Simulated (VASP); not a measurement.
# GePt2 (P-62m) in VASP: notebook

The runs below take GePt2 through single point, with PBEsol.

All numbers are computed with VASP 6.6.1; they aren't measurements. Logs are shortened: lines on timing, memory, paths and dates and some standing lists are left out, and cuts for length are marked.

## 1. The cell of the first run

The structure is hexagonal, space group P-62m (No. 189). The conventional cell has a = 6.761 Å, b = 6.761 Å, c = 3.459 Å, α = 90.00°, β = 90.00°, γ = 120.00°. Ge (site symmetry -6) has 9 Pt at 2.43 to 2.74 Å within 3.2 Å. Ge (site symmetry -62m) has 9 Pt at 2.55 to 2.59 Å and 2 Ge at 3.46 Å within 3.5 Å. Pt (site symmetry m2m) has 5 Ge at 2.55 to 2.74 Å and 8 Pt at 2.87 to 3.46 Å within 3.5 Å. Pt (site symmetry m2m) has 4 Ge at 2.43 to 2.59 Å and 6 Pt at 2.87 to 2.88 Å within 3.2 Å.

## 2. Single point, PBEsol

Contents of INCAR:

```
SYSTEM = GePt2
  ALGO = Fast
  EDIFF = 1E-7
  ENCUT = 520
  GGA = PS
  ISIF = 2
  ISMEAR = 0
  LASPH = .True.
  LCHARG = .True.
  LELF = .True.
  LREAL = .False.
  LVHAR = .True.
  LWAVE = .False.
  NBANDS = 61
  NELM = 100
  PREC = Accurate
  SIGMA = 0.15
```

Contents of KPOINTS:

```
k-points
0
Gamma
  6 6 12
  0 0 0
```

Contents of POSCAR:

```
GePt2
1.0
    6.7607252467      0.0000000000      0.0000000000
   -3.3803626233      5.8549598116      0.0000000000
    0.0000000000      0.0000000000      3.4586784287
Ge Pt
3 6
Direct
    0.6666666667      0.3333333333      0.0000000000
    0.3333333333      0.6666666667      0.0000000000
    0.0000000000      0.0000000000      0.5000000000
    0.6229372121      0.0000000000      0.5000000000
    0.3770627879      0.3770627879      0.5000000000
    1.0000000000      0.6229372121      0.5000000000
    0.0000000000      0.2849128372      0.0000000000
    0.7150871628      0.7150871628      0.0000000000
    0.2849128372      0.0000000000      0.0000000000
```

Potentials or basis: VASP PAW PBE potentials, release 64 (Ge_d, Pt).

Started as:

```sh
> cat potpaw_PBE.64/Ge_d/POTCAR potpaw_PBE.64/Pt/POTCAR > POTCAR
> mpirun -np 1 vasp_std > vasp.out
```

OUTCAR:

```text
SYSTEM = GePt2
   EDIFF = 1E-7
   ENCUT = 520
   GGA = PS
   ISIF = 2
   ISMEAR = 0
   LASPH = .True.
   LREAL = .False.
   NELM = 100
   PREC = Accurate

 ion  position               nearest neighbor table
   1  0.667  0.333  0.000-   7 2.43   9 2.43   8 2.43   4 2.74   4 2.74   6 2.74   6 2.74   5 2.74
                             5 2.74
   2  0.333  0.667  0.000-   9 2.43   7 2.43   8 2.43   6 2.74   6 2.74   4 2.74   4 2.74   5 2.74
                             5 2.74
   3  0.000  0.000  0.500-   6 2.55   5 2.55   4 2.55   7 2.59   7 2.59   8 2.59   8 2.59   9 2.59
                             9 2.59
   4  0.623  0.000  0.500-   3 2.55   1 2.74   1 2.74   2 2.74   2 2.74   9 2.87   9 2.87   8 2.88
                             8 2.88   7 2.88   7 2.88
   5  0.377  0.377  0.500-   3 2.55   2 2.74   2 2.74   1 2.74   1 2.74   8 2.87   8 2.87   9 2.88
                             9 2.88   7 2.88   7 2.88
   6  0.000  0.623  0.500-   3 2.55   2 2.74   2 2.74   1 2.74   1 2.74   7 2.87   7 2.87   9 2.88
                             9 2.88   8 2.88   8 2.88
   7  0.000  0.285  0.000-   1 2.43   2 2.43   3 2.59   3 2.59   6 2.87   6 2.87   4 2.88   4 2.88
                             5 2.88   5 2.88   8 3.34   9 3.34
   8  0.715  0.715  0.000-   1 2.43   2 2.43   3 2.59   3 2.59   5 2.87   5 2.87   4 2.88   4 2.88
                             6 2.88   6 2.88   7 3.34   9 3.34
   9  0.285  0.000  0.000-   2 2.43   1 2.43   3 2.59   3 2.59   4 2.87   4 2.87   5 2.88   5 2.88
                             6 2.88   6 2.88   7 3.34   8 3.34

  LATTYP: Found a hexagonal cell.
 ALAT       =     6.7607252467
 C/A-ratio  =     0.5115839355

  Lattice vectors:

 A1 = (   6.7607252467,   0.0000000000,   0.0000000000)
 A2 = (  -3.3803626233,   5.8549598116,   0.0000000000)
 A3 = (   0.0000000000,   0.0000000000,   3.4586784287)

Analysis of symmetry for initial positions (statically):
=====================================================================
 Subroutine PRICEL returns:
 Original cell was already a primitive cell.

 Routine SETGRP: Setting up the symmetry group for a
 hexagonal supercell.

 Subroutine GETGRP returns: Found 12 space group operations
 (whereof 12 operations were pure point group operations)
 out of a pool of 24 trial point group operations.

The static configuration has the point symmetry D_3h.

Analysis of symmetry for dynamics (positions and initial velocities):
=====================================================================
 Subroutine PRICEL returns:
 Original cell was already a primitive cell.

 Routine SETGRP: Setting up the symmetry group for a
 hexagonal supercell.

 Subroutine GETGRP returns: Found 12 space group operations
[... 128 lines left out ...]
   NELECT =     102.0000    total number of electrons
   NUPDOWN=      -1.0000    fix difference up-down
   EMIN   =  10.00;   EMAX   =-10.00  energy-range for DOS
   EFERMI =   0.00;   METHOD = LEGACY
   ISMEAR =     0;   SIGMA  =   0.15  broadening in eV -4-tet -1-fermi 0-gaus
   EFERMI_NEDOS =   21; number of points for ismear=-14 and -15
   IALGO  =     68    algorithm
   IMIX   =      4    mixing-type and parameters
     AMIX     =   0.40;   BMIX     =  1.00
     AMIX_MAG =   1.60;   BMIX_MAG =  1.00
  volume/ion in A,a.u.               =      15.21       102.66
  Fermi-wavevector in a.u.,A,eV,Ry     =   1.484109  2.804559 29.967908  2.202579
  Thomas-Fermi vector in A             =   2.597687
   LORBIT       =      0    0 simple, 1 ext, 2 COOP (PROOUT), +10 PAW based schemes
   GGA     = PS    functional components
   LHFCALC =     F    Hartree Fock is set to
   AEXX    =    0.0000 exact exchange contribution
   IVDW    =     0    specifies the selected vdW correction
   LEPSILON=     F    determine dielectric tensor
   LRPA    =     F    only Hartree local field effects (RPA)
 non-spin polarized calculation
 RMM-DIIS sequential band-by-band and
 Gauss-broadening in eV      SIGMA  =   0.15
  energy-cutoff  :      520.00
  volume of cell :      136.91
 maximum number of plane-waves:      3720
   NGX = 25   NGY = 25   NGZ = 13

 number of electron     102.0000012 magnetization

 Free energy of the ion-electron system (eV)
  ---------------------------------------------------
  ext. energy  EPLUGINS =         0.00000000
  ---------------------------------------------------
  free energy    TOTEN  =       -59.95078410 eV

  energy without entropy =      -59.93425544  energy(sigma->0) =      -59.94251977

 E-fermi :  10.3285     XC(G=0): -13.1908

 val. band max:       10.2713063107   @ k =   0.1667  -0.0000   0.1667
 cond. band min:      10.3319400253   @ k =   0.3333   0.1667   0.2500
 fundamental gap:      0.0606337145
 Fermi energy:        10.3284680596

 k-point     1 :       0.0000    0.0000    0.0000
  band No.  band energies     occupation
      1     -14.5749      2.00000
      2     -14.5625      2.00000
      3     -14.5625      2.00000
      4     -14.5578      2.00000
      5     -14.5527      2.00000
      6     -14.5435      2.00000
[... 1525 lines left out ...]
     60      16.3834      0.00000
     61      16.4584      0.00000

 [... further k-points ...]

------------------------ aborting loop because EDIFF is reached ----------------------------------------

  FORCE on cell =-STRESS in cart. coord.  units (eV):
  Direction    XX          YY          ZZ          XY          YZ          ZX
  --------------------------------------------------------------------------------------
  -------------------------------------------------------------------------------------
  Total        0.0068345      0.0068345      0.1725686      0.0000000      0.0000000      0.0000000
  in kB        0.0799817      0.0799817      2.0195047      0.0000000      0.0000000      0.0000000
  external PRESSURE =       0.7264894 kB  Pullay stress =       0.0000000 kB

 VOLUME and BASIS-vectors are now :
 -----------------------------------------------------------------------------
  energy-cutoff  :      520.00
  volume of cell :      136.91
      direct lattice vectors                 reciprocal lattice vectors
     6.760725247  0.000000000  0.000000000     0.147913125  0.085397683  0.000000000
    -3.380362623  5.854959812  0.000000000     0.000000000  0.170795365  0.000000000
     0.000000000  0.000000000  3.458678429     0.000000000  0.000000000  0.289127775

 POSITION                                       TOTAL-FORCE (eV/Angst)
 -----------------------------------------------------------------------------------
      3.38036      1.95165      0.00000         0.000000      0.000000     -0.000000
     -0.00000      3.90331      0.00000         0.000000      0.000000     -0.000000
      0.00000      0.00000      1.72934         0.000000      0.000000     -0.000000
      4.21151      0.00000      1.72934        -0.012219      0.000000      0.000000
      1.27461      2.20769      1.72934         0.006110      0.010582      0.000000
     -2.10575      3.64727      1.72934         0.006110     -0.010582     -0.000000
     -0.96311      1.66815      0.00000        -0.002373      0.004110     -0.000000
      2.41725      4.18681      0.00000        -0.002373     -0.004110      0.000000
      1.92622      0.00000      0.00000         0.004746      0.000000      0.000000
 -----------------------------------------------------------------------------------
    total drift:                               -0.000001     -0.000001      0.000000

  FREE ENERGIE OF THE ION-ELECTRON SYSTEM (eV)
  ---------------------------------------------------
  free  energy   TOTEN  =       -59.9507840983 eV

  energy  without entropy=      -59.9342554442  energy(sigma->0) =      -59.94251977
```

stdout:

```text
POSCAR found type information on POSCAR GePt
 POSCAR found :  2 types and       9 ions
 scaLAPACK will be used
 -----------------------------------------------------------------------------
|                                                                             |
|                                                                             |
|     You enforced a specific xc type in the INCAR file but a different       |
|     I HOPE YOU KNOW WHAT YOU ARE DOING!                                     |
|                                                                             |
 -----------------------------------------------------------------------------

 LDA part: xc-table for (Slater+PW92), standard interpolation
 POSCAR, INCAR and KPOINTS ok, starting setup
 FFT: planning ... GRIDC
 FFT: planning ... GRID_SOFT
 FFT: planning ... GRID
 WAVECAR not read
 entering main loop
WARNING in EDDRMM: call to ZHEGV failed, returncode =   8  4     54
WARNING in EDDRMM: call to ZHEGV failed, returncode =   8  4     51
WARNING in EDDRMM: call to ZHEGV failed, returncode =   6  3     55
WARNING in EDDRMM: call to ZHEGV failed, returncode =   8  4     54
 num prob  num prob  num prob  num prob  num prob  num prob  num prob  num prob  num prob  num prob  num prob  num prob  num prob  num prob  num prob  num prob  num prob  num prob  num prob  num prob  num prob  num prob  num prob  num prob  num prob  num prob  num prob  num prob  num prob  num prob  num prob  num prob  num prob  num prob  num prob  num prob WARNING in EDDRMM: call to ZHEGV failed, returncode =   8  4     55
 num prob  num prob  num prob  num prob  num prob  num prob RMM:  17    -0.599507840983E+02    0.90989E-07   -0.72628E-07  7042   0.380E-03
```

Wall time 13 min (1 thread of Intel Xeon Platinum 8259CL at 2.50GHz (Skylake/Cascade Lake), shared host); peak memory 0.46 GiB.

What came out:

| Property | Result |
| --- | --- |
| Free energy | -59.9508 eV |
| Pressure | 0.1 GPa |
| Largest force | 0.012 eV/Å |
| Band gap on the k mesh | zero (bands 51 and 52 overlap by 1.15 eV) |

Forces in eV/Å, atoms in the order of the input:
```
Ge   0.000  0.000  0.000
Ge   0.000  0.000  0.000
Ge   0.000  0.000  0.000
Pt  -0.012  0.000  0.000
Pt   0.006  0.011  0.000
Pt   0.006 -0.011  0.000
Pt  -0.002  0.004  0.000
Pt  -0.002 -0.004  0.000
Pt   0.005  0.000  0.000
```

Levels at points of the mesh, in eV from the Fermi level:
| k point | band 47 | band 48 | band 49 | band 50 | band 51 | band 52 | band 53 | band 54 | band 55 | band 56 |
| --- | --- | --- | --- | --- | --- | --- | --- | --- | --- | --- |
| (0.00, 0.00, 0.00) | -1.54 | -1.52 | -1.31 | -1.31 | -1.20 | -0.91 | 0.67 | 2.10 | 5.14 | 5.15 |
| (0.50, 0.00, 0.00) | -1.15 | -1.11 | -1.00 | -0.82 | -0.39 | 0.22 | 1.03 | 1.09 | 3.60 | 3.67 |
| (0.00, 0.00, 0.50) | -1.57 | -0.70 | -0.70 | 0.01 | 0.01 | 0.88 | 1.06 | 1.50 | 1.53 | 1.89 |
| (0.50, 0.00, 0.50) | -1.35 | -1.33 | -1.32 | -1.00 | -0.98 | 1.17 | 1.54 | 2.16 | 2.61 | 2.62 |

Caveat: the PAW data sets were made with another functional, which shifts forces and pressure a little; spin-orbit coupling is left out, which moves the levels of the heavy elements.

## 3. Single point, PBEsol (14.76 Å³/atom)

This run uses another cell than the first one, of 14.76 Å³/atom.

Contents of INCAR:

```
SYSTEM = GePt2
PREC = Accurate ; ENCUT = 520
EDIFF = 1E-6 ; ISMEAR = 0
SIGMA = 0.1 ; LREAL = .FALSE.
LASPH = .TRUE. ; NELM = 100
ALGO = Fast ; ISIF = 2
LWAVE = .FALSE. ; LCHARG = .FALSE.
GGA = PS ; NBANDS = 61
```

Contents of KPOINTS:

```
regular mesh
0
G
  6 6 10
  0 0 0
```

Contents of POSCAR:

```
GePt2
1.0
    6.7253574104      0.0000000000      0.0000000000
   -3.3626787052      5.8243303670      0.0000000000
    0.0000000000      0.0000000000      3.3902970840
Ge Pt
3 6
Direct
    0.6666666667      0.3333333333      0.0000000000
    0.3333333333      0.6666666667      0.0000000000
    0.0000000000      0.0000000000      0.5000000000
    0.6215241700      0.0000000000      0.5000000000
    0.3784758300      0.3784758300      0.5000000000
    0.0000000000      0.6215241700      0.5000000000
    0.0000000000      0.2840738459      0.0000000000
    0.7159261541      0.7159261541      0.0000000000
    0.2840738459      0.0000000000      0.0000000000
```

Potentials or basis: VASP PAW PBE potentials, release 64 (Ge_d, Pt).

Started as:

```sh
> cat potpaw_PBE.64/Ge_d/POTCAR potpaw_PBE.64/Pt/POTCAR > POTCAR
> mpirun -np 1 vasp_std > vasp.out
```

Wall time 4.3 min (1 thread of Intel Xeon 6975P-C (Granite Rapids), shared host); peak memory 0.41 GiB.

It converged, with:

```yaml
Free_energy: -59.8602 eV
Pressure: 6.9 GPa
Largest_force: 0.009 eV/Å
Band_gap_on_the_k_mesh: zero (bands 51 and 52 overlap by 1.31 eV)
```

Forces in eV/Å, atoms in the order of the input:
```
Ge   0.000  0.000  0.000
Ge   0.000  0.000  0.000
Ge   0.000  0.000  0.000
Pt  -0.009  0.000  0.000
Pt   0.004  0.008  0.000
Pt   0.004 -0.008  0.000
Pt   0.002 -0.004  0.000
Pt   0.002  0.004  0.000
Pt  -0.005  0.000  0.000
```

Levels at points of the mesh, in eV from the Fermi level:
```
           k point  band 49  band 50  band 51  band 52  band 53  band 54
(0.00, 0.00, 0.00)    -1.31    -1.31    -1.23    -0.94     0.84     2.26
(0.50, 0.00, 0.00)    -1.01    -0.82    -0.43     0.18     1.02     1.06
(0.00, 0.00, 0.50)    -0.73    -0.03    -0.03     1.00     1.16     1.53
(0.50, 0.00, 0.50)    -1.33    -1.00    -0.98     1.30     1.65     2.25
```

Caveat: the cell stands under pressure; the PAW data sets were made with another functional, which shifts forces and pressure a little; spin-orbit coupling is left out, which moves the levels of the heavy elements.

The gap in the log of VASP goes by the Fermi energy; the results here count the filled bands.